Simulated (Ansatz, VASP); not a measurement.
**One calculation of LiH, two programs**

```
Li H
1.0
     0.00000    2.06355    2.06355
     2.06355    0.00000    2.06355
     2.06355    2.06355    0.00000
Li H
1 1
Cartesian
  0.0000 0.0000 0.0000
  2.0636 2.0636 2.0636
```

Alike in both runs: task single point; functional HSE06; k mesh 6 × 6 × 6; occupations fermi-dirac, width 0.05 eV; no spin polarisation.

|  | VASP | Ansatz |
| --- | --- | --- |
| version | VASP 6.6.1 | Ansatz 0.2.0 |
| potentials or method | VASP PAW PBE potentials, release 64 (Li_sv, H) | Ansatz PAW |
| plane-wave cutoff (eV) | 520 | 420 |
| valence electrons in the cell | 4 | 4 |

```csv
,VASP,Ansatz,Ansatz less VASP
gap on the k mesh at the Fermi level (eV),4.02,4.02,+0.003
least direct gap on the mesh (eV),4.02,4.02,+0.003
```

The functional is the same, so the differences come from potentials, cutoffs and numerics.

The k mesh is coarse, so the values compare programs but aren't converged. Noted on VASP's run: the cutoff is short for stress, so the pressure is rough.
